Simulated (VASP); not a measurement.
# InP3 (R-3m) in VASP: further runs

The runs below take InP3 through single point, with r2SCAN.

Everything below comes from runs of VASP 6.6.1. Logs are shortened: lines on timing, memory, paths and dates and some standing lists are left out, and cuts for length are marked.

## (1) The cell of the first run

It takes space group R-3m (No. 166, trigonal). Conventional cell: a = 7.483 Å, b = 7.483 Å, c = 9.956 Å, α = 90.00°, β = 90.00°, γ = 120.00°. In (site symmetry 3m) has 6 P at 2.66 to 2.90 Å within 3.5 Å. P (site symmetry m) has 2 P at 2.20 Å and 2 In at 2.66 to 2.90 Å within 2.9 Å.

## (2) Single point, r2SCAN (strain -0.0150 x Voigt [0, 0, 1, 0, 0, 0])

File POSCAR:

```
InP3
1.0
    3.7414989627      2.1601554333      3.3187131973
   -3.7414989627      2.1601554333      3.3187131973
    0.0000000000     -4.3203108666      3.3187131973
In P
2 6
Direct
    0.2702519987      0.2702519987      0.2702519987
    0.7297480013      0.7297480013      0.7297480013
    0.7982893840      0.2446976857      0.7982893840
    0.7982893840      0.7982893840      0.2446976857
    0.2446976857      0.7982893840      0.7982893840
    0.2017106160      0.7553023143      0.2017106160
    0.7553023143      0.2017106160      0.2017106160
    0.2017106160      0.2017106160      0.7553023143
```

File INCAR.step1:

```
PREC = Accurate
ENCUT = 520
ISMEAR = 0
SIGMA = 0.15
LREAL = False
LASPH = True
NELM = 60
NBANDS = 38
GGA = PE
ALGO = Normal
EDIFF = 1E-4
LWAVE = True
LCHARG = False
```

File INCAR.step2:

```
PREC = Accurate
ENCUT = 520
EDIFF = 1E-6
ISMEAR = 0
SIGMA = 0.15
LREAL = False
LASPH = True
NELM = 60
ALGO = Normal
ISIF = 2
LWAVE = False
LCHARG = False
METAGGA = R2SCAN
LMIXTAU = True
NBANDS = 38
ISTART = 1
```

File KPOINTS:

```
Automatic mesh
0
Gamma
  6 6 6
```

Potentials or basis: VASP PAW PBE potentials, release 64 (In_d, P).

On the command line:

```sh
$ cat potpaw_PBE.64/In_d/POTCAR potpaw_PBE.64/P/POTCAR > POTCAR
$ cp INCAR.step1 INCAR
$ mpirun -np 1 vasp_std > vasp.out
$ cp INCAR.step2 INCAR
$ mpirun -np 1 vasp_std > vasp.out
```

OUTCAR:

```text
PREC = Accurate
   ENCUT = 520
   EDIFF = 1E-6
   ISMEAR = 0
   LREAL = False
   LASPH = True
   NELM = 60
   ISIF = 2
   METAGGA = R2SCAN
   ISTART = 1

 ion  position               nearest neighbor table
   1  0.270  0.270  0.270-   6 2.66   7 2.66   8 2.66   6 2.90   7 2.90   8 2.90
   2  0.730  0.730  0.730-   3 2.66   5 2.66   4 2.66   3 2.90   5 2.90   4 2.90
   3  0.798  0.245  0.798-   8 2.20   7 2.20   2 2.66   2 2.90
   4  0.798  0.798  0.245-   6 2.20   7 2.20   2 2.66   2 2.90
   5  0.245  0.798  0.798-   8 2.20   6 2.20   2 2.66   2 2.90
   6  0.202  0.755  0.202-   4 2.20   5 2.20   1 2.66   1 2.90
   7  0.755  0.202  0.202-   4 2.20   3 2.20   1 2.66   1 2.90
   8  0.202  0.202  0.755-   3 2.20   5 2.20   1 2.66   1 2.90

  LATTYP: Found a trigonal (rhomboedric) cell.
 ALAT       =     5.4478384034
 COS(alpha) =     0.0566500727

  Lattice vectors:

 A1 = (   3.7414989627,   2.1601554333,   3.3187131973)
 A2 = (  -3.7414989627,   2.1601554333,   3.3187131973)
 A3 = (   0.0000000000,  -4.3203108666,   3.3187131973)

Analysis of symmetry for initial positions (statically):
=====================================================================
 Subroutine PRICEL returns:
 Original cell was already a primitive cell.

 Routine SETGRP: Setting up the symmetry group for a
 trigonal (rhombohedral) supercell.

 Subroutine GETGRP returns: Found 12 space group operations
 (whereof 12 operations were pure point group operations)
 out of a pool of 12 trial point group operations.

The static configuration has the point symmetry D_3d.

Analysis of symmetry for dynamics (positions and initial velocities):
=====================================================================
 Subroutine PRICEL returns:
 Original cell was already a primitive cell.

 Routine SETGRP: Setting up the symmetry group for a
 trigonal (rhombohedral) supercell.

 Subroutine GETGRP returns: Found 12 space group operations
 (whereof 12 operations were pure point group operations)
 out of a pool of 12 trial point group operations.

The dynamic configuration has the point symmetry D_3d.

 Subroutine INISYM returns: Found 12 space group operations
 (whereof 12 operations are pure point group operations),
 and found     1 'primitive' translations

----------------------------------------------------------------------------------------

                                     Primitive cell

  volume of cell :     160.9354

  direct lattice vectors                    reciprocal lattice vectors
     3.741498963  2.160155433  3.318713197     0.133636279  0.077154942  0.100440536
    -3.741498963  2.160155433  3.318713197    -0.133636279  0.077154942  0.100440536
     0.000000000 -4.320310867  3.318713197     0.000000000 -0.154309884  0.100440536

  length of vectors
     5.447838403  5.447838403  5.447838403     0.184119096  0.184119096  0.184119096

  position of ions in fractional coordinates (direct lattice)
     0.270251999  0.270251999  0.270251999
     0.729748001  0.729748001  0.729748001
     0.798289384  0.244697686  0.798289384
     0.798289384  0.798289384  0.244697686
     0.244697686  0.798289384  0.798289384
     0.201710616  0.755302314  0.201710616
     0.755302314  0.201710616  0.201710616
     0.201710616  0.201710616  0.755302314

  ion indices of the primitive-cell ions
   primitive index   ion index
                 1           1
                 2           2
                 3           3
                 4           4
                 5           5
                 6           6
                 7           7
                 8           8

----------------------------------------------------------------------------------------

 KPOINTS: Automatic mesh

Automatic generation of k-mesh.
 Grid dimensions read from file:
 generate k-points for:    6    6    6

 Generating k-lattice:

  Cartesian coordinates                     Fractional coordinates (reciprocal lattice)
     0.022272713  0.012859157  0.016740089     0.166666667  0.000000000  0.000000000
    -0.022272713  0.012859157  0.016740089     0.000000000  0.166666667  0.000000000
     0.000000000 -0.025718314  0.016740089     0.000000000  0.000000000  0.166666667

  Length of vectors
     0.030686516  0.030686516  0.030686516

  Shift w.r.t. Gamma in fractional coordinates (k-lattice)
     0.000000000  0.000000000  0.000000000

 Subroutine IBZKPT returns following result:
 ===========================================

 Found     32 irreducible k-points:

 Following reciprocal coordinates:
            Coordinates               Weight
  0.000000  0.000000  0.000000      1.000000
  0.166667  0.000000 -0.000000      6.000000
  0.333333 -0.000000 -0.000000      6.000000
  0.500000 -0.000000  0.000000      3.000000
  0.166667  0.166667 -0.000000      6.000000
  0.333333  0.166667  0.000000     12.000000
[... 16 lines left out ...]
  0.500000  0.500000  0.166667      6.000000
 -0.333333  0.500000  0.166667     12.000000
 [... further k-points ...]
   k-points           NKPTS =     32   k-points in BZ     NKDIM =     32   number of bands    NBANDS=     38
   number of dos      NEDOS =    301   number of ions     NIONS =      8
   total plane-waves  NPLWV =  74088
   dimension x,y,z NGX =    42 NGY =   42 NGZ =   42
   dimension x,y,z NGXF=    84 NGYF=   84 NGZF=   84
   ions per type =               2   6
   NGX,Y,Z   is equivalent  to a cutoff of  12.82, 12.82, 12.82 a.u.
   NGXF,Y,Z  is equivalent  to a cutoff of  25.63, 25.63, 25.63 a.u.
 SYSTEM =  unknown system
   PREC   = accura    normal or accurate (medium, high low for compatibility)
   ISTART =      1    job   : 0-new  1-cont  2-samecut
   ICHARG =      0    charge: 1-file 2-atom 10-const
   ISPIN  =      1    spin polarized calculation?
   LNONCOLLINEAR =      F non collinear calculations
   LSORBIT =      F    spin-orbit coupling
   LASPH  =      T    aspherical Exc in radial PAW
   ENCUT  =  520.0 eV  38.22 Ry    6.18 a.u.  10.13 10.13 10.13*2*pi/ulx,y,z
   NELM   =     60;   NELMIN=  2; NELMDL=  0     # of ELM steps
   EDIFF  = 0.1E-05   stopping-criterion for ELM
   LREAL  =      F    real-space projection
   EDIFFG = 0.1E-04   stopping-criterion for IOM
   NSW    =      0    number of steps for IOM
   IBRION =     -1    ionic relax: 0-MD 1-quasi-New 2-CG
   NFREE  =      0    steps in history (QN), initial steepest desc. (CG)
   ISIF   =      2    stress and relaxation
   ISYM   =      2    0-nonsym 1-usesym 2-fastsym
   POTIM  = 0.5000    time-step for ionic-motion
   TEBEG  =    0.0;   TEEND  =   0.0 temperature during run
   PSTRESS=    0.0 pullay stress
   NELECT =      56.0000    total number of electrons
   NUPDOWN=      -1.0000    fix difference up-down
   EMIN   =  10.00;   EMAX   =-10.00  energy-range for DOS
   EFERMI =   0.00;   METHOD = LEGACY
   ISMEAR =     0;   SIGMA  =   0.15  broadening in eV -4-tet -1-fermi 0-gaus
   EFERMI_NEDOS =   21; number of points for ismear=-14 and -15
   IALGO  =     38    algorithm
   IMIX   =      4    mixing-type and parameters
     AMIX     =   0.40;   BMIX     =  1.00
     AMIX_MAG =   1.60;   BMIX_MAG =  1.00
  volume/ion in A,a.u.               =      20.12       135.76
  Fermi-wavevector in a.u.,A,eV,Ry     =   1.151473  2.175968 18.039820  1.325889
  Thomas-Fermi vector in A             =   2.288130
   LORBIT       =      0    0 simple, 1 ext, 2 COOP (PROOUT), +10 PAW based schemes
   METAGGA = R2SCAN    functional components
   LHFCALC =     F    Hartree Fock is set to
   AEXX    =    0.0000 exact exchange contribution
   IVDW    =     0    specifies the selected vdW correction
   LEPSILON=     F    determine dielectric tensor
   LRPA    =     F    only Hartree local field effects (RPA)
 non-spin polarized calculation
 Gauss-broadening in eV      SIGMA  =   0.15
  energy-cutoff  :      520.00
  volume of cell :      160.94
 maximum number of plane-waves:      4348
 NGX is ok and might be reduce to    42
   NGX = 21   NGY = 21   NGZ = 21

 number of electron      56.0000016 magnetization

 Free energy of the ion-electron system (eV)
  ---------------------------------------------------
  ext. energy  EPLUGINS =         0.00000000
  ---------------------------------------------------
  free energy    TOTEN  =      -100.15426662 eV

  energy without entropy =     -100.13879310  energy(sigma->0) =     -100.14652986

 E-fermi :   6.4915     XC(G=0): -10.6348

 val. band max:        6.4619910354   @ k =   0.0000   0.0000   0.0000
 cond. band min:       6.4915797084   @ k =   0.0000   0.0000   0.0000
 fundamental gap:      0.0295886730
 Fermi energy:         6.4914903172

 k-point     1 :       0.0000    0.0000    0.0000
  band No.  band energies     occupation
      1      -8.5645      2.00000
      2      -8.5645      2.00000
      3      -8.4222      2.00000
      4      -8.4222      2.00000
      5      -8.3697      2.00000
      6      -8.3245      2.00000
[... 30 lines left out ...]
     37      13.1933      0.00000
     38      14.2051      0.00000

 k-point     2 :       0.1667    0.0000   -0.0000
  band No.  band energies     occupation
      1      -8.5873      2.00000
      2      -8.5550      2.00000
      3      -8.4278      2.00000
      4      -8.4189      2.00000
      5      -8.3448      2.00000
      6      -8.3252      2.00000
[... 30 lines left out ...]
     37      12.4873      0.00000
     38      13.4133      0.00000

 k-point     3 :       0.3333   -0.0000   -0.0000
  band No.  band energies     occupation
      1      -8.6019      2.00000
      2      -8.5326      2.00000
      3      -8.4422      2.00000
      4      -8.4150      2.00000
      5      -8.3368      2.00000
      6      -8.3269      2.00000
[... 30 lines left out ...]
     37      12.3163      0.00000
[... 781 lines left out ...]
 k-point    23 :       0.5000    0.5000    0.1667
  band No.  band energies     occupation
      1      -8.5706      2.00000
      2      -8.4451      2.00000
      3      -8.4034      2.00000
      4      -8.3945      2.00000
      5      -8.3690      2.00000
      6      -8.3212      2.00000
[... 30 lines left out ...]
     37      11.3183      0.00000
     38      11.4502      0.00000

 k-point    24 :      -0.3333    0.5000    0.1667
  band No.  band energies     occupation
      1      -8.5880      2.00000
      2      -8.4468      2.00000
      3      -8.4199      2.00000
      4      -8.4001      2.00000
      5      -8.3507      2.00000
      6      -8.3243      2.00000
[... 30 lines left out ...]
     37      11.5143      0.00000
     38      11.6568      0.00000

 [... further k-points ...]

------------------------ aborting loop because EDIFF is reached ----------------------------------------

  FORCE on cell =-STRESS in cart. coord.  units (eV):
  Direction    XX          YY          ZZ          XY          YZ          ZX
  --------------------------------------------------------------------------------------
  -------------------------------------------------------------------------------------
  Total        0.2567834      0.2567834      1.2925133      0.0000000     -0.0000000      0.0000000
  in kB        2.5563835      2.5563835     12.8674951      0.0000000     -0.0000000      0.0000000
  external PRESSURE =       5.9934207 kB  Pullay stress =       0.0000000 kB

 VOLUME and BASIS-vectors are now :
 -----------------------------------------------------------------------------
  energy-cutoff  :      520.00
  volume of cell :      160.94
      direct lattice vectors                 reciprocal lattice vectors
     3.741498963  2.160155433  3.318713197     0.133636279  0.077154942  0.100440536
    -3.741498963  2.160155433  3.318713197    -0.133636279  0.077154942  0.100440536
     0.000000000 -4.320310867  3.318713197     0.000000000 -0.154309884  0.100440536

 POSITION                                       TOTAL-FORCE (eV/Angst)
 -----------------------------------------------------------------------------------
      0.00000      0.00000      2.69067         0.000000     -0.000000      0.031084
      0.00000      0.00000      7.26547         0.000000     -0.000000     -0.031084
      2.07126     -1.19584      6.11067         0.022548     -0.013018     -0.043242
      0.00000      2.39169      6.11067         0.000000      0.026036     -0.043242
     -2.07126     -1.19584      6.11067        -0.022548     -0.013018     -0.043242
     -2.07126      1.19584      3.84547        -0.022548      0.013018      0.043242
      2.07126      1.19584      3.84547         0.022548      0.013018      0.043242
      0.00000     -2.39169      3.84547         0.000000     -0.026036      0.043242
 -----------------------------------------------------------------------------------
    total drift:                               -0.000000      0.000000     -0.000000

  FREE ENERGIE OF THE ION-ELECTRON SYSTEM (eV)
  ---------------------------------------------------
  free  energy   TOTEN  =      -100.1542666151 eV

  energy  without entropy=     -100.1387931021  energy(sigma->0) =     -100.14652986
```

Run time: 13 min. Hardware: 1 thread of Oxide Virtual Turin-like, shared host; peak memory 0.33 GiB.

What came out:

```yaml
Free_energy: -100.1543 eV
Pressure: 0.6 GPa
Largest_force: 0.050 eV/Å
Band_gap_on_the_k_mesh: zero (bands 28 and 29 overlap by 0.29 eV)
```

Forces on the atoms (eV/Å):
```
In   0.000  0.000  0.031
In   0.000  0.000 -0.031
P    0.023 -0.013 -0.043
P    0.000  0.026 -0.043
P   -0.023 -0.013 -0.043
P   -0.023  0.013  0.043
P    0.023  0.013  0.043
P    0.000 -0.026  0.043
```

Stress tensor (GPa, compression positive):
```
0.26 0.00 0.00
0.00 0.26 0.00
0.00 0.00 1.29
```

Levels at points of the mesh, in eV from the Fermi level:
```
           k point  band 25  band 26  band 27  band 28  band 29  band 30  band 31  band 32
(0.00, 0.00, 0.00)    -2.30    -1.92    -0.83    -0.83    -0.03     0.00     2.50     2.61
(0.50, 0.00, 0.00)    -2.50    -1.59    -1.12    -1.00     0.71     2.79     3.13     3.36
(0.50, 0.50, 0.00)    -1.32    -0.75    -0.57    -0.07     1.60     1.84     2.70     2.92
(0.50, 0.50, 0.50)    -0.06    -0.06     0.20     0.20     1.91     2.06     2.06     2.42
```

Caveat: the cell differs from its parent crystal (strain -0.0150 x Voigt [0, 0, 1, 0, 0, 0]); semilocal functionals underestimate gaps, and a narrow one can read as zero; the PAW data sets were made with another functional, which shifts forces and pressure a little; spin-orbit coupling is left out, which moves the levels of the heavy elements.

## (3) Single point, r2SCAN (strain +0.0150 x Voigt [0, 0, 1, 0, 0, 0])

POSCAR, as its differences from that of step 2:

```diff
@@ -2,5 +2,5 @@
 1.0
-    3.7414989627      2.1601554333      3.3187131973
-   -3.7414989627      2.1601554333      3.3187131973
-    0.0000000000     -4.3203108666      3.3187131973
+    3.7414989627      2.1601554333      3.4197907567
+   -3.7414989627      2.1601554333      3.4197907567
+    0.0000000000     -4.3203108666      3.4197907567
 In P
```

File INCAR.step1:

```
SYSTEM = InP3
PREC = Accurate
ENCUT = 520
ISMEAR = 0
SIGMA = 0.15
LREAL = .False.
LASPH = .True.
NELM = 100
NBANDS = 38
GGA = PE
ALGO = Normal
EDIFF = 1E-4
LWAVE = .True.
LCHARG = .False.
```

File INCAR.step2:

```
SYSTEM = InP3
PREC = Accurate
ENCUT = 520
EDIFF = 1E-7
ISMEAR = 0
SIGMA = 0.15
LREAL = .False.
LASPH = .True.
NELM = 100
ALGO = Normal
ISIF = 2
LWAVE = .False.
LCHARG = .True.
METAGGA = R2SCAN
LMIXTAU = .True.
LELF = .True.
LVHAR = .True.
NBANDS = 38
ISTART = 1
```

File KPOINTS:

```
Automatic mesh
0
Gamma
  6 6 6
  0 0 0
```

Potentials or basis: VASP PAW PBE potentials, release 64 (In_d, P).

On the command line:

```sh
$ cat potpaw_PBE.64/In_d/POTCAR potpaw_PBE.64/P/POTCAR > POTCAR
$ cp INCAR.step1 INCAR
$ mpirun -np 1 vasp_std > vasp.out
$ cp INCAR.step2 INCAR
$ mpirun -np 1 vasp_std > vasp.out
```

Run time: 12 min. Hardware: 1 thread of Oxide Virtual Turin-like, shared host; peak memory 0.33 GiB.

It converged, with:

```
Free energy            : -100.1469 eV
Pressure               : -1.3 GPa
Largest force          : 0.246 eV/Å
Band gap on the k mesh : zero (bands 28 and 29 overlap by 0.46 eV)
```

Forces on the atoms (eV/Å):
```
In   0.000  0.000  0.023
In   0.000  0.000 -0.023
P    0.080 -0.046  0.228
P    0.000  0.092  0.228
P   -0.080 -0.046  0.228
P   -0.080  0.046 -0.228
P    0.080  0.046 -0.228
P    0.000 -0.092 -0.228
```

Stress tensor (GPa, compression positive):
```
-0.99  0.00  0.00
 0.00 -0.99  0.00
 0.00  0.00 -1.83
```

Levels at points of the mesh, in eV from the Fermi level:
| k point | band 26 | band 27 | band 28 | band 29 | band 30 | band 31 |
| --- | --- | --- | --- | --- | --- | --- |
| (0.00, 0.00, 0.00) | -1.93 | -0.69 | -0.69 | -0.26 | -0.21 | 2.62 |
| (0.50, 0.00, 0.00) | -1.40 | -1.15 | -1.03 | 0.77 | 2.76 | 3.14 |
| (0.50, 0.50, 0.00) | -0.79 | -0.57 | -0.03 | 1.69 | 1.88 | 2.58 |
| (0.50, 0.50, 0.50) | 0.00 | 0.20 | 0.20 | 2.03 | 2.03 | 2.03 |

Caveat: the cell differs from its parent crystal (strain +0.0150 x Voigt [0, 0, 1, 0, 0, 0]); semilocal functionals underestimate gaps, and a narrow one can read as zero; the PAW data sets were made with another functional, which shifts forces and pressure a little; spin-orbit coupling is left out, which moves the levels of the heavy elements.

[end of part 1 of 2]

The gap in the log of VASP goes by the Fermi energy; the results here count the filled bands.